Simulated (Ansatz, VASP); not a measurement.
**Gd2NbO: VASP beside Ansatz**

INCAR

```
SYSTEM = Gd2NbO
ALGO     = Normal         ! electronic algorithm
EDIFF    = 1E-6           ! SCF threshold, eV
ENCUT    = 520            ! plane-wave cutoff, eV
GGA      = PE             ! functional
ISIF     = 2              ! what is computed and relaxed
ISMEAR   = 0              ! smearing method
ISPIN    = 2              ! spin polarisation
LASPH    = .TRUE.         ! aspherical terms in the spheres
LCHARG   = .FALSE.        ! write CHGCAR
LMAXMIX  = 6              ! l up to which the mixer works
LORBIT   = 11             ! projections on sites
LREAL    = .FALSE.        ! projectors in reciprocal space
LWAVE    = .FALSE.        ! write WAVECAR
MAGMOM   = 7 7 0 0        ! initial moments
NBANDS   = 40             ! bands
NELM     = 150            ! most SCF steps
PREC     = Accurate       ! precision mode
SIGMA    = 0.1            ! smearing width, eV
```

File KPOINTS:

```
k-points
0
G
  4 4 4
  0 0 0
```

Contents of POSCAR:

```
Gd2NbO
1.0
    3.9090230100      0.0000000000      0.0000000000
    0.0000000000      3.9090230100      0.0000000000
    0.0000000000      0.0000000000      5.3170249700
Gd Nb O
2 1 1
Direct
    0.0000000000      0.0000000000      0.5000000000
    0.5000000000      0.5000000000      0.0000000000
    0.0000000000      0.0000000000      0.0000000000
    0.5000000000      0.5000000000      0.5000000000
```

Input for Ansatz:

```yaml
crystal:
  lattice:
    - [3.90902301, 0.0, 0.0]
    - [0.0, 3.90902301, 0.0]
    - [0.0, 0.0, 5.31702497]
  atoms:
    - { symbol: Gd, position: [0.0, 0.0, 0.5], spin: 7.0 }
    - { symbol: Gd, position: [0.5, 0.5, 0.0], spin: 7.0 }
    - { symbol: Nb, position: [0.0, 0.0, 0.0] }
    - { symbol: O, position: [0.5, 0.5, 0.5] }
basis:
  ecutwfc: 420
kpoints:
  mp_grid: { grid: [4, 4, 4] }
hamiltonian:
  xc: pbe
scf:
  occupations: { method: gaussian, width: 0.1 }
  lower_state_search: "off"
output:
  forces: true
  stress: true
  eigenvalues: true
  populations: true
magnetization:
  spin_polarized: true
```

Change from the starting cell: species swapped into the LiSmS2 type (P4/mmm, No. 123).

Alike in both runs: task single point; functional PBE; k mesh 4 × 4 × 4; occupations gaussian, width 0.1 eV; collinear spin.

|  | VASP | Ansatz |
| --- | --- | --- |
| version | VASP 6.6.1 | Ansatz 0.2.0 |
| potentials or method | VASP PAW PBE potentials, release 64 (Gd, Nb_sv, O), cutoff 520 eV | scalar-relativistic, plane waves, PAW |
| valence electrons in the cell | 55 | 55 |

VASP gave:

```
gap on the k mesh at the Fermi level (eV)                     : none
pressure (GPa)                                                : 0.6
traceless stress, the component that is largest in VASP (GPa) : 1.94
net moment per atom (μB)                                      : 3.37
size of the moment on the site where the two differ most (μB) : 6.69
```

Q: What did Ansatz give for the same quantities?

A: gap on the k mesh at the Fermi level (eV): none; pressure (GPa): 0.4; traceless stress, the component that is largest in VASP (GPa): 1.83; net moment per atom (μB): 3.37; size of the moment on the site where the two differ most (μB): 6.80.

Site moments also hang on the region over which each program counts them. A gap of «none» marks a metal or a gap that the smearing closes. The functional is the same, so the differences come from potentials, cutoffs and numerics.

The k mesh is coarse, so the values compare programs but aren't converged. Spin-orbit coupling is off throughout.
